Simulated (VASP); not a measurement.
A run of VASP 6.6.1:

POSCAR

```
CdHg
1.0
    3.1162660000      0.0000000000      0.0000000000
    0.0000000000      3.1162660000      0.0000000000
    0.0000000000      0.0000000000      9.6084860000
Hg Cd
2 2
Direct
    0.0000000000      0.5000000000      0.6080000000
    0.5000000000      0.0000000000      0.3920000000
    0.0000000000      0.5000000000      0.1300000000
    0.5000000000      0.0000000000      0.8700000000
```

INCAR.step1

```
PREC = Accurate
ENCUT = 400
EDIFF = 1E-6
ISMEAR = -1
SIGMA = 0.1
LREAL = F
LASPH = T
NELM = 120
ALGO = Normal
ISIF = 2
LWAVE = F
LCHARG = T
GGA = PE
NBANDS = 32
GGA_COMPAT = F
NEDOS = 2001
LORBIT = 11
```

Contents of KPOINTS.step1:

```
Automatic mesh
0
Gamma
  11 11 4
```

File INCAR.step2:

```
PREC = Accurate
ENCUT = 400
EDIFF = 1E-6
ISMEAR = -5
SIGMA = 0.1
LREAL = F
LASPH = T
NELM = 120
ALGO = Normal
ISIF = 2
LWAVE = F
LCHARG = F
GGA = PE
LORBIT = 11
NEDOS = 2001
ICHARG = 11
GGA_COMPAT = F
```

The input KPOINTS.step2:

```
Automatic mesh
0
Gamma
  17 17 6
```

Potentials or basis: VASP PAW PBE potentials, release 64 (Hg, Cd).

The run is started by

```sh
$ cat potpaw_PBE.64/Hg/POTCAR potpaw_PBE.64/Cd/POTCAR > POTCAR
$ cp INCAR.step1 INCAR
$ cp KPOINTS.step1 KPOINTS
$ mpirun -np 1 vasp_std > vasp.out
$ cp INCAR.step2 INCAR
$ cp KPOINTS.step2 KPOINTS
$ mpirun -np 1 vasp_std > vasp.out
```

Hardware: 1 thread of Intel Xeon 8259CL (shared host).

Problem. How long does it take, and how much memory?

Solution. It took 5.8 min on 1 thread of Intel Xeon 8259CL, with other jobs on the host, peak memory 0.38 GiB. Counts: k points 180.
